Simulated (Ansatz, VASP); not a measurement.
# SnTe: VASP beside Ansatz

INCAR

```
PREC = Accurate
ENCUT = 520
EDIFF = 1E-6
ISMEAR = -1
SIGMA = 0.08
LREAL = F
LASPH = T
NELM = 80
ALGO = Normal
ISIF = 2
LWAVE = F
LCHARG = F
NBANDS = 17
```

The input KPOINTS:

```
Automatic mesh
0
Gamma
  11 11 11
```

The input POSCAR:

```
SnTe
1.0
    0.0000000000      3.2184078740      3.2184078740
    3.2184078740      0.0000000000      3.2184078740
    3.2184078740      3.2184078740      0.0000000000
Sn Te
1 1
Direct
    0.0000000000      0.0000000000      0.0000000000
    0.5000000000      0.5000000000      0.5000000000
```

Input for Ansatz:

```yaml
crystal:
  lattice:
    - [0.0, 3.218407874, 3.218407874]
    - [3.218407874, 0.0, 3.218407874]
    - [3.218407874, 3.218407874, 0.0]
  atoms:
    - { symbol: Sn, position: [0.0, 0.0, 0.0] }
    - { symbol: Te, position: [0.5, 0.5, 0.5] }
kpoints:
  mp_grid: { grid: [11, 11, 11] }
  band_path:
    path:
      - [0.0, 0.0, 0.0]
      - [0.5, 0.0, 0.5]
      - [0.625, 0.25, 0.625]
      - [0.375, 0.375, 0.75]
      - [0.0, 0.0, 0.0]
      - [0.5, 0.5, 0.5]
      - [0.5, 0.25, 0.75]
      - [0.5, 0.0, 0.5]
    npoints: 5
scf:
  occupations: { method: fermi_dirac, width: 0.08 }
hamiltonian:
  xc: lda
  pseudopotentials: { kind: all_electron, lapw: { basis_error: 0.00025 } }
output:
  forces: true
  stress: true
  eigenvalues: true
```

Change from the starting cell: volume scaled by 1.06.

Alike in both runs: task single point; functional LDA; k mesh 11 × 11 × 11; occupations fermi-dirac, width 0.08 eV; no spin polarisation.

|  | VASP | Ansatz |
| --- | --- | --- |
| version | VASP 6.6.1 | Ansatz 0.2.0 |
| potentials or method | VASP PAW LDA potentials, release 64 (Sn_d, Te), cutoff 520 eV | all-electron LAPW, scalar-relativistic |

```tsv
	VASP	Ansatz	Ansatz less VASP
pressure (GPa)	-3.9	-3.9	0.00
```

LDA's correlation is that of Perdew and Zunger in VASP and of Perdew and Wang (1992) in Ansatz. Ansatz ran all-electron here, and VASP with PAW potentials.

Spin-orbit coupling is off throughout.
